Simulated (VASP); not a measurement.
A run of VASP 6.6.1:

File INCAR:

```
  ALGO = Normal
  EDIFF = 1E-6
  ENCUT = 520
  GGA = PE
  ISIF = 2
  ISMEAR = -1
  ISPIN = 2
  LASPH = True
  LCHARG = False
  LMAXMIX = 4
  LORBIT = 11
  LREAL = False
  LWAVE = False
  MAGMOM = 1.666 1.666
  NBANDS = 20
  NELM = 150
  PREC = Accurate
  SIGMA = 0.05
```

Contents of KPOINTS:

```
k-points
0
Gamma
  24 24 13
```

File POSCAR:

```
Co
1.0
    2.4935221377      0.0000000000      0.0000000000
   -1.2467610688      2.1594535162      0.0000000000
    0.0000000000      0.0000000000      4.0277847465
Co
2
Direct
    0.3333333333      0.6666666667      0.2500000000
    0.6666666667      0.3333333333      0.7500000000
```

Potentials or basis: VASP PAW PBE potentials, release 64 (Co).

Launch:

```sh
$ cat potpaw_PBE.64/Co/POTCAR > POTCAR
$ mpirun -np 1 vasp_std > vasp.out
```

Hardware: 1 thread of Intel Xeon 8259CL, with other jobs on the host.

Estimate the wall time of this run.

It took 5.9 min on 1 thread of Intel Xeon 8259CL, on a shared host, peak memory 0.35 GiB. Counts: scf iterations 13, k points 427.
